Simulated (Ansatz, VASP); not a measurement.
Given: the input of a run of VASP 6.6.1 on BeTe.

Contents of INCAR:

```
PREC = Accurate
ENCUT = 520
EDIFF = 1E-6
ISMEAR = -1
SIGMA = 0.05
LREAL = F
LASPH = T
NELM = 100
ALGO = Normal
ISIF = 2
LWAVE = F
LCHARG = T
GGA = PS
IVDW = 12
LELF = T
LVHAR = T
NBANDS = 11
```

File KPOINTS:

```
regular mesh
0
Gamma
  8 8 8
```

The input POSCAR:

```
BeTe
1.0
    0.0000000000      2.7325629784      2.7325629784
    2.7325629784      0.0000000000      2.7325629784
    2.7325629784      2.7325629784      0.0000000000
Te Be
1 1
Direct
    0.7500000000      0.7500000000      0.7500000000
    0.0000000000      0.0000000000      0.0000000000
```

Potentials or basis: VASP PAW PBE potentials, release 64 (Te, Be).

Command:

```sh
$ cat potpaw_PBE.64/Te/POTCAR potpaw_PBE.64/Be/POTCAR > POTCAR
$ mpirun -np 1 vasp_std > vasp.out
```

Problem. Translate it to Ansatz 0.2.0. Potentials there: Ansatz PAW.

Solution. As run (the cutoff follows the program's own potentials):

File input.yaml:

```yaml
crystal:
  lattice:
    - [0.0, 2.7325629784, 2.7325629784]
    - [2.7325629784, 0.0, 2.7325629784]
    - [2.7325629784, 2.7325629784, 0.0]
  atoms:
    - { symbol: Te, position: [0.75, 0.75, 0.75] }
    - { symbol: Be, position: [0.0, 0.0, 0.0] }
hamiltonian:
  xc: pbesol
  pseudopotentials: { kind: paw }
  dispersion: d3bj
kpoints:
  mp_grid: { grid: [8, 8, 8] }
scf:
  occupations: { method: fermi_dirac, width: 0.05 }
output:
  forces: true
  stress: true
  eigenvalues: true
```

Potentials or basis: Ansatz PAW.

Launch:

```sh
$ ansatz run input.yaml --threads 2 --pin off --max-ram 5120MiB --backend cpu --events-out ev --progress --plain --runs-dir out
```

Both were run:

|  | VASP | Ansatz | Ansatz less VASP |
| --- | --- | --- | --- |
| gap on the k mesh at the Fermi level (eV) | 1.62 | 1.64 | +0.022 |
| least direct gap on the mesh (eV) | 3.51 | 3.54 | +0.026 |
| pressure (GPa) | 3.0 | 2.7 | -0.34 |

VASP's potentials were made for PBE, not for PBEsol. VASP's potentials hold 8 valence electrons a cell and Ansatz's 18, so a difference there can come from the potentials and not from the codes.

Neither program's run includes spin-orbit coupling.
